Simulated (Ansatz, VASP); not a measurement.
# Au4S in VASP and in Ansatz

INCAR

```
  PREC = Accurate
  ENCUT = 600
  EDIFF = 1E-6
  ISMEAR = 0
  SIGMA = 0.02
  LREAL = F
  LASPH = T
  NELM = 60
  ALGO = Normal
  ISIF = 3
  LWAVE = F
  LCHARG = F
  GGA = PE
  IBRION = 2
  NSW = 100
  EDIFFG = -0.01
```

File KPOINTS:

```
Automatic mesh
0
Gamma
  8 8 8
```

The input POSCAR:

```
Au4S
1.0
    4.6938210269      0.0000000000      0.0000000000
    0.0000000000      4.6938210269      0.0000000000
    0.0000000000      0.0000000000      4.6938210269
S Au
1 4
Direct
    0.0000000000      0.0000000000      0.0000000000
    0.2914196258      0.2914196258      0.2914196258
    0.7085803742      0.7085803742      0.2914196258
    0.7085803742      0.2914196258      0.7085803742
    0.2914196258      0.7085803742      0.7085803742
```

Input for Ansatz:

```yaml
crystal:
  lattice:
    - [4.6938210269, 0.0, 0.0]
    - [0.0, 4.6938210269, 0.0]
    - [0.0, 0.0, 4.6938210269]
  atoms:
    - { symbol: S, position: [0.0, 0.0, 0.0] }
    - { symbol: Au, position: [0.2914196258, 0.2914196258, 0.2914196258] }
    - { symbol: Au, position: [0.7085803742, 0.7085803742, 0.2914196258] }
    - { symbol: Au, position: [0.7085803742, 0.2914196258, 0.7085803742] }
    - { symbol: Au, position: [0.2914196258, 0.7085803742, 0.7085803742] }
basis:
  ecutwfc: 420
kpoints:
  mp_grid: { grid: [8, 8, 8] }
hamiltonian:
  xc: pbe
scf:
  occupations: { method: gaussian, width: 0.02 }
output:
  forces: true
  stress: true
  eigenvalues: true
relax:
  adjacent_minimum: "off"
  f_tol: 0.01
  max_steps: 80
  cell: { stress_tol: 0.05 }
```

Change from the starting cell: ordered vacancies on the anion sites of cuprite (P-43m, No. 215).

Alike in both runs: task relaxation of cell and atoms; functional PBE; k mesh 8 × 8 × 8; occupations gaussian, width 0.02 eV; no spin polarisation.

```csv
,VASP,Ansatz
version,VASP 6.6.1,Ansatz 0.2.0
potentials or method,"VASP PAW PBE potentials, release 64 (S, Au), cutoff 600 eV","scalar-relativistic, plane waves, PAW"
valence electrons in the cell,50,82
```

Ansatz gave:

- gap on the k mesh at the Fermi level, each at its own relaxed structure (eV): 0.32
- relaxed volume (Å³/atom): 20.62
- relaxed length of the cell vector where the two differ most in proportion (Å): 4.689

Problem. What did VASP give for the same quantities?

Solution. gap on the k mesh at the Fermi level, each at its own relaxed structure (eV): 0.34; relaxed volume (Å³/atom): 20.59; relaxed length of the cell vector where the two differ most in proportion (Å): 4.687.

VASP's potentials hold 50 valence electrons a cell and Ansatz's 82, so a difference there can come from the potentials and not from the codes.

Spin-orbit coupling is off throughout.
